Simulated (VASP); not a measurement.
# BeS in VASP: single point with PBE

Aim: the single point of BeS with PBE.

Everything below comes from runs of VASP 6.6.1. Logs are shortened: lines on timing, memory, paths and dates and some standing lists are left out, and cuts for length are marked.

### Step 1. The cell of the first run

The cell holds a slab with vacuum, 4 atoms: a = 3.429 Å, b = 3.429 Å, c = 18.500 Å, α = 90.00°, β = 90.00°, γ = 60.00°.

### Step 2. Single point, PBE

INCAR reads:

```
SYSTEM = BeS
PREC = Accurate ; ENCUT = 520
EDIFF = 1E-6 ; ISMEAR = -1
SIGMA = 0.1 ; LREAL = .FALSE.
LASPH = .TRUE. ; NELM = 120
ALGO = Normal ; ISIF = 2
LWAVE = .FALSE. ; LCHARG = .FALSE.
LDIPOL = .TRUE. ; IDIPOL = 3
DIPOL = 0.5 0.5 0.500 ; GGA = PE
NBANDS = 16 ; GGA_COMPAT = .FALSE.
NELMDL = -8
```

KPOINTS reads:

```
Automatic mesh
0
G
  5 5 1
  0 0 0
```

POSCAR reads:

```
BeS
1.0
    3.4294678888      0.0000000000      0.0000000000
    1.7147339444      2.9700063131      0.0000000000
    0.0000000000      0.0000000000     18.5001860070
Be S
2 2
Direct
    0.0000000000      0.0000000000      0.4054013293
    0.3333333333      0.3333333333      0.5567592024
    0.3333333333      0.3333333333      0.4432407976
    0.6666666667      0.6666666667      0.5945986707
```

Potentials or basis: VASP PAW PBE potentials, release 64 (Be, S).

Launch:

```console
> cat potpaw_PBE.64/Be/POTCAR potpaw_PBE.64/S/POTCAR > POTCAR
> mpirun -np 1 vasp_std > vasp.out
```

OUTCAR:

```text
SYSTEM = BeS
   PREC = Accurate
   ENCUT = 520
   EDIFF = 1E-6
   ISMEAR = -1
   LREAL = .FALSE.
   LASPH = .TRUE.
   NELM = 120
   ISIF = 2
   GGA = PE
   NELMDL = -8

 ion  position               nearest neighbor table
   1  0.000  0.000  0.405-   3 2.10   3 2.10   3 2.10
   2  0.333  0.333  0.557-   3 2.10   4 2.10   4 2.10   4 2.10
   3  0.333  0.333  0.443-   2 2.10   1 2.10   1 2.10   1 2.10
   4  0.667  0.667  0.595-   2 2.10   2 2.10   2 2.10

  LATTYP: Found a hexagonal cell.
 ALAT       =     3.4294678887
 C/A-ratio  =     5.3944771047

  Lattice vectors:

 A1 = (  -1.7147339444,  -2.9700063131,   0.0000000000)
 A2 = (   3.4294678888,   0.0000000000,   0.0000000000)
 A3 = (   0.0000000000,   0.0000000000,  18.5001860070)

Analysis of symmetry for initial positions (statically):
=====================================================================
 Subroutine PRICEL returns:
 Original cell was already a primitive cell.

 Routine SETGRP: Setting up the symmetry group for a
 hexagonal supercell.

 Subroutine GETGRP returns: Found  6 space group operations
 (whereof  6 operations were pure point group operations)
 out of a pool of 24 trial point group operations.

The static configuration has the point symmetry C_3v.

Analysis of symmetry for dynamics (positions and initial velocities):
=====================================================================
 Subroutine PRICEL returns:
 Original cell was already a primitive cell.

 Routine SETGRP: Setting up the symmetry group for a
 hexagonal supercell.

 Subroutine GETGRP returns: Found  6 space group operations
 (whereof  6 operations were pure point group operations)
 out of a pool of 24 trial point group operations.

The dynamic configuration has the point symmetry C_3v.

 Subroutine INISYM returns: Found  6 space group operations
 (whereof  6 operations are pure point group operations),
 and found     1 'primitive' translations

----------------------------------------------------------------------------------------

                                     Primitive cell

  volume of cell :     188.4344

  direct lattice vectors                    reciprocal lattice vectors
     3.429467889  0.000000000  0.000000000     0.291590425 -0.168349811  0.000000000
     1.714733944  2.970006313  0.000000000     0.000000000  0.336699621  0.000000000
     0.000000000  0.000000000 18.500186007     0.000000000  0.000000000  0.054053511

  length of vectors
     3.429467889  3.429467889 18.500186007     0.336699621  0.336699621  0.054053511

  position of ions in fractional coordinates (direct lattice)
     0.000000000  0.000000000  0.405401329
     0.333333333  0.333333333  0.556759202
     0.333333333  0.333333333  0.443240798
     0.666666667  0.666666667  0.594598671

  ion indices of the primitive-cell ions
   primitive index   ion index
                 1           1
                 2           2
                 3           3
                 4           4

----------------------------------------------------------------------------------------

 KPOINTS: Automatic mesh

Automatic generation of k-mesh.
 Grid dimensions read from file:
 generate k-points for:    5    5    1

 Generating k-lattice:

  Cartesian coordinates                     Fractional coordinates (reciprocal lattice)
     0.058318085 -0.033669962  0.000000000     0.200000000  0.000000000  0.000000000
     0.000000000  0.067339924  0.000000000     0.000000000  0.200000000  0.000000000
     0.000000000  0.000000000  0.054053511     0.000000000  0.000000000  1.000000000

  Length of vectors
     0.067339924  0.067339924  0.054053511

  Shift w.r.t. Gamma in fractional coordinates (k-lattice)
     0.000000000  0.000000000  0.000000000

 Subroutine IBZKPT returns following result:
 ===========================================

 Found      5 irreducible k-points:

 Following reciprocal coordinates:
            Coordinates               Weight
  0.000000  0.000000  0.000000      1.000000
  0.200000  0.000000  0.000000      6.000000
  0.400000  0.000000  0.000000      6.000000
  0.400000  0.200000  0.000000      6.000000
 -0.400000  0.200000  0.000000      6.000000
   k-points           NKPTS =      5   k-points in BZ     NKDIM =      5   number of bands    NBANDS=     16
   number of dos      NEDOS =    301   number of ions     NIONS =      4
   total plane-waves  NPLWV = 109760
   dimension x,y,z NGX =    28 NGY =   28 NGZ =  140
   dimension x,y,z NGXF=    56 NGYF=   56 NGZF=  280
   ions per type =               2   2
   NGX,Y,Z   is equivalent  to a cutoff of  13.57, 13.57, 12.58 a.u.
   NGXF,Y,Z  is equivalent  to a cutoff of  27.15, 27.15, 25.16 a.u.
 SYSTEM =  BeS
   PREC   = accura    normal or accurate (medium, high low for compatibility)
   ISTART =      0    job   : 0-new  1-cont  2-samecut
   ICHARG =      2    charge: 1-file 2-atom 10-const
   ISPIN  =      1    spin polarized calculation?
   LNONCOLLINEAR =      F non collinear calculations
   LSORBIT =      F    spin-orbit coupling
   LASPH  =      T    aspherical Exc in radial PAW
   ENCUT  =  520.0 eV  38.22 Ry    6.18 a.u.   6.38  6.38 34.40*2*pi/ulx,y,z
   NELM   =    120;   NELMIN=  2; NELMDL= -8     # of ELM steps
   EDIFF  = 0.1E-05   stopping-criterion for ELM
   LREAL  =      F    real-space projection
   EDIFFG = 0.1E-04   stopping-criterion for IOM
   NSW    =      0    number of steps for IOM
   IBRION =     -1    ionic relax: 0-MD 1-quasi-New 2-CG
   NFREE  =      0    steps in history (QN), initial steepest desc. (CG)
   ISIF   =      2    stress and relaxation
   ISYM   =      2    0-nonsym 1-usesym 2-fastsym
   POTIM  = 0.5000    time-step for ionic-motion
   TEBEG  =    0.0;   TEEND  =   0.0 temperature during run
   PSTRESS=    0.0 pullay stress
   NELECT =      16.0000    total number of electrons
   NUPDOWN=      -1.0000    fix difference up-down
   EMIN   =  10.00;   EMAX   =-10.00  energy-range for DOS
   EFERMI =   0.00;   METHOD = LEGACY
   ISMEAR =    -1;   SIGMA  =   0.10  broadening in eV -4-tet -1-fermi 0-gaus
   EFERMI_NEDOS =   21; number of points for ismear=-14 and -15
   IALGO  =     38    algorithm
   IMIX   =      4    mixing-type and parameters
     AMIX     =   0.40;   BMIX     =  1.00
     AMIX_MAG =   1.60;   BMIX_MAG =  1.00
  volume/ion in A,a.u.               =      47.11       317.90
  Fermi-wavevector in a.u.,A,eV,Ry     =   0.719551  1.359754  7.044461  0.517753
  Thomas-Fermi vector in A             =   1.808775
   LORBIT       =      0    0 simple, 1 ext, 2 COOP (PROOUT), +10 PAW based schemes
   GGA     = PE    functional components
   LHFCALC =     F    Hartree Fock is set to
   AEXX    =    0.0000 exact exchange contribution
   IVDW    =     0    specifies the selected vdW correction
   LEPSILON=     F    determine dielectric tensor
   LRPA    =     F    only Hartree local field effects (RPA)
 non-spin polarized calculation
  energy-cutoff  :      520.00
  volume of cell :      188.43
 maximum number of plane-waves:      5109
 NGX is ok and might be reduce to    28
   NGX = 13   NGY = 13   NGZ = 69

 number of electron      16.0000001 magnetization

 dipolmoment           0.000000      0.000000      0.246177 electrons x Angstroem

 Free energy of the ion-electron system (eV)
  ---------------------------------------------------
  ext. energy  EPLUGINS =         0.00000000
  ---------------------------------------------------
  free energy    TOTEN  =       -18.13697113 eV

  energy without entropy =      -18.11829750  energy(sigma->0) =      -18.12763431

 E-fermi :  -1.4179     XC(G=0):  -3.7939

 val. band max:       -1.5849799710   @ k =   0.0000   0.0000   0.0000
 cond. band min:      -1.2073812561   @ k =   0.0000   0.0000   0.0000
 fundamental gap:      0.3775987149
 Fermi energy:        -1.4178842936

 k-point     1 :       0.0000    0.0000    0.0000
  band No.  band energies     occupation
      1     -16.8789      2.00000
      2     -13.7692      2.00000
      3      -7.8510      2.00000
      4      -4.4933      2.00000
      5      -4.4933      2.00000
      6      -3.3124      2.00000
      7      -1.5850      1.68341
      8      -1.5850      1.68341
      9      -1.2074      0.21722
     10       0.9832      0.00000
     11       1.8908      0.00000
     12       2.3908      0.00000
     13       2.3908      0.00000
     14       2.9878      0.00000
     15       4.6703      0.00000
     16       4.8384      0.00000

 k-point     2 :       0.2000    0.0000    0.0000
  band No.  band energies     occupation
      1     -16.5422      2.00000
      2     -13.4416      2.00000
      3      -7.5194      2.00000
      4      -6.3263      2.00000
      5      -5.0764      2.00000
      6      -3.3998      2.00000
      7      -2.8784      2.00000
      8      -2.1561      1.99876
      9      -1.0580      0.05326
     10       1.4681      0.00000
     11       1.7556      0.00000
     12       3.3830      0.00000
     13       3.5607      0.00000
     14       3.9430      0.00000
     15       4.2985      0.00000
     16       5.4345      0.00000

 k-point     3 :       0.4000    0.0000    0.0000
  band No.  band energies     occupation
      1     -15.8551      2.00000
      2     -12.7915      2.00000
      3      -8.5398      2.00000
      4      -6.9359      2.00000
      5      -5.7823      2.00000
      6      -5.2973      2.00000
      7      -2.8618      2.00000
      8      -2.5181      1.99997
      9      -0.8634      0.00778
     10       1.0367      0.00000
     11       2.5902      0.00000
     12       3.4929      0.00000
     13       3.8782      0.00000
     14       4.5103      0.00000
     15       5.0981      0.00000
     16       5.9443      0.00000

 k-point     4 :       0.4000    0.2000    0.0000
  band No.  band energies     occupation
      1     -16.0108      2.00000
      2     -12.9324      2.00000
      3      -7.7968      2.00000
      4      -7.0130      2.00000
      5      -6.3100      2.00000
      6      -4.6522      2.00000
      7      -3.4771      2.00000
      8      -2.4142      1.99991
      9      -0.8821      0.00938
     10       2.3960      0.00000
     11       2.8560      0.00000
     12       3.4228      0.00000
     13       3.9362      0.00000
     14       4.4185      0.00000
     15       4.8127      0.00000
     16       5.7905      0.00000

 k-point     5 :      -0.4000    0.2000    0.0000
  band No.  band energies     occupation
      1     -15.6031      2.00000
      2     -12.5528      2.00000
      3      -8.5640      2.00000
      4      -7.0844      2.00000
      5      -6.7849      2.00000
      6      -5.2215      2.00000
      7      -4.0874      2.00000
      8      -2.4454      1.99993
      9      -0.5537      0.00035
     10       2.0905      0.00000
     11       3.4278      0.00000
     12       3.5708      0.00000
     13       4.6719      0.00000
     14       5.2251      0.00000
     15       5.6279      0.00000
     16       6.0583      0.00000

------------------------ aborting loop because EDIFF is reached ----------------------------------------

 vacuum level on the upper side and lower side of the slab       (xc-potential included)         2.119        -2.128

  FORCE on cell =-STRESS in cart. coord.  units (eV):
  Direction    XX          YY          ZZ          XY          YZ          ZX
  --------------------------------------------------------------------------------------
  -------------------------------------------------------------------------------------
  Total       -1.5497944     -1.5497944      0.1667795      0.0000000     -0.0000000      0.0000000
  in kB      -13.1772398    -13.1772398      1.4180549      0.0000000     -0.0000000      0.0000000
  external PRESSURE =      -8.3121416 kB  Pullay stress =       0.0000000 kB

 VOLUME and BASIS-vectors are now :
 -----------------------------------------------------------------------------
  energy-cutoff  :      520.00
  volume of cell :      188.43
      direct lattice vectors                 reciprocal lattice vectors
     3.429467889  0.000000000  0.000000000     0.291590425 -0.168349811  0.000000000
     1.714733944  2.970006313  0.000000000     0.000000000  0.336699621  0.000000000
     0.000000000  0.000000000 18.500186007     0.000000000  0.000000000  0.054053511

 POSITION                                       TOTAL-FORCE (eV/Angst)
 -----------------------------------------------------------------------------------
      0.00000      0.00000      7.50000        -0.000000     -0.000000      1.653334
      1.71473      0.99000     10.30015        -0.000000     -0.000000      2.006868
      1.71473      0.99000      8.20004        -0.000000      0.000000     -2.626301
      3.42947      1.98000     11.00019         0.000000      0.000000     -1.033901
 -----------------------------------------------------------------------------------
    total drift:                                0.000000      0.000000     -0.001029

  FREE ENERGIE OF THE ION-ELECTRON SYSTEM (eV)
  ---------------------------------------------------
  free  energy   TOTEN  =       -18.1369711281 eV

  energy  without entropy=      -18.1182975011  energy(sigma->0) =      -18.12763431

 vacuum level on the upper side and lower side of the slab         5.233         0.862
```

It took 2 min on 1 thread of Intel Xeon 8259CL, shared host; peak memory 0.31 GiB.

Results:

| Quantity | Value |
| --- | --- |
| Free energy | -18.1370 eV |
| Largest force | 2.626 eV/Å |
| Band gap on the k mesh | 0.38 eV, direct |

Forces on the atoms (eV/Å):
```
Be   0.000  0.000  1.653
Be   0.000  0.000  2.007
S    0.000  0.000 -2.626
S    0.000  0.000 -1.034
```

Caveat: the k points lie up to 0.42 Å⁻¹ apart.
